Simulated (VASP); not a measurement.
# HgH5 (P6/mmm) in VASP: a series of runs, part 2 of 2

VASP 6.6.1.

### 5 Relaxation of cell and atoms, PBE

This run uses another cell than the first one, of 10.73 Å³/atom, 1.569 times its volume.

The input, INCAR:

```
ALGO     = Normal         # electronic algorithm
EDIFF    = 1E-6           # SCF threshold, eV
EDIFFG   = -0.04          # ionic threshold
ENCUT    = 600            # plane-wave cutoff, eV
GGA      = PE             # functional
IBRION   = 2              # ionic algorithm
ISIF     = 3              # what is computed and relaxed
ISMEAR   = 0              # smearing method
LASPH    = T              # aspherical terms in the spheres
LCHARG   = F              # write CHGCAR
LREAL    = F              # projectors in reciprocal space
LWAVE    = F              # write WAVECAR
NELM     = 100            # most SCF steps
NSW      = 90             # ionic steps
PREC     = Accurate       # precision mode
SIGMA    = 0.1            # smearing width, eV
```

The input, KPOINTS:

```
k-points
0
Gamma
  6 6 6
```

The input, POSCAR:

```
HgH5
1.0
    4.5397083400      0.0000000000      0.0000000000
   -2.2698541700      3.9315027500      0.0000000000
    0.0000000000      0.0000000000      3.6059276900
Hg H
1 5
Direct
    0.0000000000      0.0000000000      0.0000000000
    0.0000000000      0.5000000000      0.5000000000
    0.3333333300      0.6666666700      0.0000000000
    0.6666666700      0.3333333300      0.0000000000
    0.5000000000      0.0000000000      0.5000000000
    0.5000000000      0.5000000000      0.5000000000
```

Potentials or basis: VASP PAW PBE potentials, release 64 (Hg, H).

On the command line:

```console
$ cat potpaw_PBE.64/Hg/POTCAR potpaw_PBE.64/H/POTCAR > POTCAR
$ mpirun -np 1 vasp_std > vasp.out
```

OUTCAR:

```text
EDIFF = 1E-6
   EDIFFG = -0.04
   ENCUT = 600
   GGA = PE
   IBRION = 2
   ISIF = 3
   ISMEAR = 0
   LASPH = T
   LREAL = F
   NELM = 100
   NSW = 90
   PREC = Accurate

 ion  position               nearest neighbor table
   1  0.000  0.000  0.000-
   2  0.000  0.500  0.500-
   3  0.333  0.667  0.000-
   4  0.667  0.333  0.000-
   5  0.500  0.000  0.500-
   6  0.500  0.500  0.500-

  LATTYP: Found a hexagonal cell.
 ALAT       =     4.5397083400
 C/A-ratio  =     0.7943082286

  Lattice vectors:

 A1 = (   4.5397083400,   0.0000000000,   0.0000000000)
 A2 = (  -2.2698541700,   3.9315027500,   0.0000000000)
 A3 = (   0.0000000000,   0.0000000000,   3.6059276900)

Analysis of symmetry for initial positions (statically):
=====================================================================
 Subroutine PRICEL returns:
 Original cell was already a primitive cell.

 Routine SETGRP: Setting up the symmetry group for a
 hexagonal supercell.

 Subroutine GETGRP returns: Found 24 space group operations
 (whereof 24 operations were pure point group operations)
 out of a pool of 24 trial point group operations.

The static configuration has the point symmetry D_6h.

Analysis of symmetry for dynamics (positions and initial velocities):
=====================================================================
 Subroutine PRICEL returns:
 Original cell was already a primitive cell.

 Routine SETGRP: Setting up the symmetry group for a
 hexagonal supercell.

 Subroutine GETGRP returns: Found 24 space group operations
 (whereof 24 operations were pure point group operations)
 out of a pool of 24 trial point group operations.

The dynamic configuration has the point symmetry D_6h.

 Subroutine INISYM returns: Found 24 space group operations
 (whereof 24 operations are pure point group operations),
 and found     1 'primitive' translations

----------------------------------------------------------------------------------------

                                     Primitive cell

  volume of cell :      64.3581

  direct lattice vectors                    reciprocal lattice vectors
     4.539708340  0.000000000  0.000000000     0.220278468  0.127177833  0.000000000
    -2.269854170  3.931502750  0.000000000     0.000000000  0.254355666  0.000000000
     0.000000000  0.000000000  3.605927690     0.000000000  0.000000000  0.277321146

  length of vectors
     4.539708340  4.539708342  3.605927690     0.254355666  0.254355666  0.277321146

  position of ions in fractional coordinates (direct lattice)
     0.000000000  0.000000000  0.000000000
     1.000000000  0.500000000  0.500000000
     0.333333330  0.666666670  0.000000000
     0.666666670  0.333333330  0.000000000
     0.500000000  0.000000000  0.500000000
     0.500000000  0.500000000  0.500000000

  ion indices of the primitive-cell ions
   primitive index   ion index
                 1           1
                 2           2
                 3           3
                 4           4
                 5           5
                 6           6

----------------------------------------------------------------------------------------

 KPOINTS: k-points

[... 63 lines left out ...]
   LSORBIT =      F    spin-orbit coupling
   LASPH  =      T    aspherical Exc in radial PAW
   ENCUT  =  600.0 eV  44.10 Ry    6.64 a.u.   9.07  9.07  7.20*2*pi/ulx,y,z
   NELM   =    100;   NELMIN=  2; NELMDL= -5     # of ELM steps
   EDIFF  = 0.1E-05   stopping-criterion for ELM
   LREAL  =      F    real-space projection
   EDIFFG = -.4E-01   stopping-criterion for IOM
   NSW    =     90    number of steps for IOM
   IBRION =      2    ionic relax: 0-MD 1-quasi-New 2-CG
   NFREE  =      1    steps in history (QN), initial steepest desc. (CG)
   ISIF   =      3    stress and relaxation
   ISYM   =      2    0-nonsym 1-usesym 2-fastsym
   POTIM  = 0.5000    time-step for ionic-motion
   TEBEG  =    0.0;   TEEND  =   0.0 temperature during run
   PSTRESS=    0.0 pullay stress
   NELECT =      17.0000    total number of electrons
   NUPDOWN=      -1.0000    fix difference up-down
   EMIN   =  10.00;   EMAX   =-10.00  energy-range for DOS
   EFERMI =   0.00;   METHOD = LEGACY
   ISMEAR =     0;   SIGMA  =   0.10  broadening in eV -4-tet -1-fermi 0-gaus
   EFERMI_NEDOS =   21; number of points for ismear=-14 and -15
   IALGO  =     38    algorithm
   IMIX   =      4    mixing-type and parameters
     AMIX     =   0.40;   BMIX     =  1.00
     AMIX_MAG =   1.60;   BMIX_MAG =  1.00
  volume/ion in A,a.u.               =      10.73        72.39
  Fermi-wavevector in a.u.,A,eV,Ry     =   1.050405  1.984977 15.011986  1.103350
  Thomas-Fermi vector in A             =   2.185406
   LORBIT       =      0    0 simple, 1 ext, 2 COOP (PROOUT), +10 PAW based schemes
   GGA     = PE    functional components
   LHFCALC =     F    Hartree Fock is set to
   AEXX    =    0.0000 exact exchange contribution
   IVDW    =     0    specifies the selected vdW correction
   LEPSILON=     F    determine dielectric tensor
   LRPA    =     F    only Hartree local field effects (RPA)
 conjugate gradient relaxation of ions
 non-spin polarized calculation
 Gauss-broadening in eV      SIGMA  =   0.10
  energy-cutoff  :      600.00
  volume of cell :       64.36
 maximum number of plane-waves:      2178
   NGX = 19   NGY = 19   NGZ = 15

--------------------------------------- Ionic step        1  -------------------------------------------

 number of electron      17.0000002 magnetization

 Free energy of the ion-electron system (eV)
  ---------------------------------------------------
  ext. energy  EPLUGINS =         0.00000000
  ---------------------------------------------------
  free energy    TOTEN  =        -7.83805824 eV

  energy without entropy =       -7.83146878  energy(sigma->0) =       -7.83476351

------------------------ aborting loop because EDIFF is reached ----------------------------------------

  FORCE on cell =-STRESS in cart. coord.  units (eV):
  Direction    XX          YY          ZZ          XY          YZ          ZX
  --------------------------------------------------------------------------------------
  -------------------------------------------------------------------------------------
  Total       -4.9804839     -4.9804839     -5.2540607      0.0000000      0.0000000     -0.0000000
  in kB     -123.9876908   -123.9876909   -130.7983071      0.0000000      0.0000000     -0.0000000
  external PRESSURE =    -126.2578962 kB  Pullay stress =       0.0000000 kB
[... 27 lines left out ...]
--------------------------------------- Ionic step        2  -------------------------------------------

 number of electron      17.0000003 magnetization

 E-fermi :  -0.0520     XC(G=0):  -9.4369

 val. band max:       -0.0548969587   @ k =   0.0000   0.0000   0.3333
 cond. band min:       0.0037869916   @ k =   0.1667   0.0000   0.5000
 fundamental gap:      0.0586839503
 Fermi energy:        -0.0520401277

 k-point     1 :       0.0000    0.0000    0.0000
  band No.  band energies     occupation
      1      -8.9111      2.00000
      2      -6.6525      2.00000
      3      -6.3029      2.00000
      4      -6.3029      2.00000
      5      -5.8744      2.00000
      6      -5.8744      2.00000
      7      -0.5778      2.00000
      8       0.6090      0.00000
      9       0.6090      0.00000
     10       0.9932      0.00000
     11       2.4332      0.00000
     12       4.4605      0.00000
[... 418 lines left out ...]
  FREE ENERGIE OF THE ION-ELECTRON SYSTEM (eV)
  ---------------------------------------------------
  free  energy   TOTEN  =        -9.1545945746 eV

  energy  without entropy=       -9.1422431191  energy(sigma->0) =       -9.14841885

[... ionic steps 4 to 11 ...]

--------------------------------------- Ionic step       12  -------------------------------------------

 number of electron      16.9999999 magnetization

------------------------ aborting loop because EDIFF is reached ----------------------------------------
[... 75 lines left out ...]
--------------------------------------- Ionic step       14  -------------------------------------------

 number of electron      16.9999998 magnetization

 Free energy of the ion-electron system (eV)
  ---------------------------------------------------
  ext. energy  EPLUGINS =         0.00000000
  ---------------------------------------------------
  free energy    TOTEN  =        -9.33461611 eV

  energy without entropy =       -9.32511656  energy(sigma->0) =       -9.32986633

 E-fermi :   2.2632     XC(G=0): -10.8339

 val. band max:        2.2149211930   @ k =   0.3333   0.1667   0.5000
 cond. band min:       2.2663811866   @ k =   0.3333   0.3333   0.5000
 fundamental gap:      0.0514599936
 Fermi energy:         2.2631880322

 k-point     1 :       0.0000    0.0000    0.0000
  band No.  band energies     occupation
      1      -9.4905      2.00000
      2      -6.3629      2.00000
      3      -5.2481      2.00000
      4      -5.2481      2.00000
      5      -4.0277      2.00000
      6      -4.0277      2.00000
      7       0.7006      2.00000
      8       2.7432      0.00000
      9       2.7432      0.00000
     10       4.3912      0.00000
     11       5.7665      0.00000
     12       6.8257      0.00000
[... 378 lines left out ...]
  FREE ENERGIE OF THE ION-ELECTRON SYSTEM (eV)
  ---------------------------------------------------
  free  energy   TOTEN  =        -9.3346161060 eV

  energy  without entropy=       -9.3251165566  energy(sigma->0) =       -9.32986633

 reached required accuracy - stopping structural energy minimisation
```

Wall time 2 min (1 thread of Intel Xeon Platinum 8488C (Sapphire Rapids), shared host); peak memory 0.22 GiB.

Results:

```yaml
Free_energy: -9.3346 eV
Relaxed_volume: 6.82 Å³/atom
Relaxed_cell: a = 4.086 Å, b = 4.086 Å, c = 2.829 Å, α = 90.00°, β = 90.00°, γ = 120.00°
Space_group_after_relaxing_to_0.05_Å: P6/mmm (No. 191)
Energy_gained_by_relaxing: 249.4 meV/atom
Ionic_steps: 14
Pressure_after_relaxing: 0.2 GPa
```

The path:
```
step  energy change (eV)  largest force (eV/Å)  pressure (GPa)  volume (Å³)
   1              0.0000                0.0000          -12.63        64.36
   2             -0.5890                0.0000          -12.11        56.80
   3             -1.3165                0.0000            7.93        37.72
   4             -1.3749                0.0000           -3.05        42.94
   5             -1.3933                0.0000           -0.32        41.28
   6             -1.3933                0.0000            0.41        40.89
   7             -1.3982                0.0000            0.50        40.86
   8             -1.4259                0.0000            0.63        40.76
   9             -1.4832                0.0000            1.04        40.48
  10             -1.4036                0.0000            4.85        39.66
  11             -1.4879                0.0000            1.84        40.20
  12             -1.4939                0.0000            1.39        40.33
  13             -1.4920                0.0000           -1.25        41.70
  14             -1.4966                0.0000            0.22        40.91
```

Final structure:
```cif
data_structure
_symmetry_space_group_name_H-M 'P 1'
_symmetry_Int_Tables_number 1
_cell_length_a 4.0864
_cell_length_b 4.0864
_cell_length_c 2.8288
_cell_angle_alpha 90.000
_cell_angle_beta 90.000
_cell_angle_gamma 120.000
_cell_volume 40.91
loop_
_atom_site_label
_atom_site_type_symbol
_atom_site_fract_x
_atom_site_fract_y
_atom_site_fract_z
_atom_site_occupancy
Hg1 Hg 0.00000 0.00000 0.00000 1
H1 H 0.00000 0.50000 0.50000 1
H2 H 0.33333 0.66667 0.00000 1
H3 H 0.66667 0.33333 0.00000 1
H4 H 0.50000 0.00000 0.50000 1
H5 H 0.50000 0.50000 0.50000 1
```

Caveat: the volume moved by over 15 % at a fixed basis, so the end points are rough; spin-orbit coupling is left out, which moves the levels of the heavy elements.

### 6 Summary

```tsv
task	cell	k mesh	cutoff (eV)	gap on the mesh (eV)	pressure (GPa)	relaxed volume (Å³/atom)
single point	a = 4.136, b = 4.136, c = 2.769 Å, angles 90.0, 90.0, 120.0°, 6 atoms	12 × 12 × 14	520	none	0.4	-
relaxation of cell and atoms	relaxed from a = 4.086, b = 4.086, c = 2.824 Å, angles 90.0, 90.0, 120.0°, 6 atoms	12 × 12 × 14	600	none	-0.1	6.89
single point	a = 4.086, b = 4.086, c = 2.824 Å, angles 90.0, 90.0, 120.0°, 6 atoms	6 × 6 × 6	520	none	0.1	-
relaxation of cell and atoms	relaxed from a = 4.540, b = 4.540, c = 3.606 Å, angles 90.0, 90.0, 120.0°, 6 atoms	6 × 6 × 6	600	none	0.2	6.82
```

Alike in all rows: level PBE; potentials or basis VASP PAW PBE potentials, release 64 (Hg, H); no spin polarisation; smearing gaussian 0.1 eV.

Caveats: some runs use coarse meshes; spin-orbit coupling is left out, which moves the levels of the heavy elements; the volume moved by over 15 % at a fixed basis, so the end points are rough (some runs).

Absolute energies hang on the potentials; compare differences alone.
